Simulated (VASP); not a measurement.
Runs of VASP 6.6.1 on Si2P3. The structure is that of space group I4/mmm (No. 139), or close to it. The cells are those of the table. 

| task | cell | k mesh | cutoff (eV) | gap on the mesh (eV) | pressure (GPa) | largest force (eV/Å) |
| --- | --- | --- | --- | --- | --- | --- |
| single point | a = 6.758 Å, angles 141.7, 141.7, 55.2°, 5 atoms | 12 × 12 × 12 | 520 | none | (a) | (b) |
| single point | a = 5.476 Å, angles 130.7, 130.7, 72.3°, 5 atoms | 6 × 6 × 6 | 520 | none | 21.4 | 6.13 |
| relaxation of cell and atoms | relaxed from a = 5.476 Å, angles 130.7, 130.7, 72.3°, 5 atoms | 6 × 6 × 6 | 600 | none | 0.1 | 0.03 |
| single point | a = 6.291 Å, angles 136.9, 136.9, 62.6°, 5 atoms | 6 × 6 × 6 | 520 | none | 0.0 | 0.01 |

Alike in all rows: level PBE; potentials or basis VASP PAW PBE potentials, release 64 (Si, P); no spin polarisation; smearing gaussian 0.1 eV.

Question: Estimate the missing entries.

Answer: (a) -0.1; (b) 0.02.

Caveats: forces of over 1 eV/Å act on the atoms, so gaps and moduli don't describe the material at rest (some runs).

A gap of «none» marks levels without a gap at the run's occupations.
